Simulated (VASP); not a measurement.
A run of VASP 6.6.1 is set up as follows.

File INCAR:

```
SYSTEM = NiO
  PREC = Accurate
  ENCUT = 520
  EDIFF = 1E-7
  ISMEAR = -1
  SIGMA = 0.05
  LREAL = .FALSE.
  LASPH = .TRUE.
  NELM = 150
  ALGO = Normal
  ISIF = 2
  LWAVE = .FALSE.
  LCHARG = .FALSE.
  ISPIN = 2
  MAGMOM = 1 0
  LORBIT = 11
  LMAXMIX = 4
  LDAU = .TRUE.
  LDAUTYPE = 2
  LDAUL = 2 -1
  LDAUU = 8 0
  LDAUJ = 0 0
  LDAUPRINT = 1
  GGA = PE
  NBANDS = 19
```

The input KPOINTS:

```
regular mesh
0
G
  11 11 11
  0 0 0
```

The input POSCAR:

```
NiO
1.0
    0.0000000000      2.0913095100      2.0913095100
    2.0913095100      0.0000000000      2.0913095100
    2.0913095100      2.0913095100      0.0000000000
Ni O
1 1
Direct
    0.0000000000      0.0000000000      0.0000000000
    0.5000000000      0.5000000000      0.5000000000
```

Potentials or basis: VASP PAW PBE potentials, release 64 (Ni, O).

Launch:

```bash
$ cat potpaw_PBE.64/Ni/POTCAR potpaw_PBE.64/O/POTCAR > POTCAR
$ mpirun -np 1 vasp_std > vasp.out
```

Task: What does it give for the site moments?

Result: Ni +1.88; O +0.13 μB.

Task: Estimate the band gap on the k mesh.

Result: 3.04 eV, indirect (least direct gap 3.79 eV).

Task: What does it give for the net moment?

Result: 2.00 μB per cell.

Task: Predict the pressure.

Result: -0.5 GPa.

Eigenvalues of the final occupation matrices:
```csv
site,spin,trace,eigenvalues
site 1 d,1,5.07,0.99 0.99 0.99 1.05 1.05
site 1 d,2,3.20,0.12 0.12 0.99 0.99 0.99
```

Caveat: a cell with one magnetic atom can't hold antiferromagnetic order, which such compounds often take. The state reached can hang on the start; a lower one may exist.
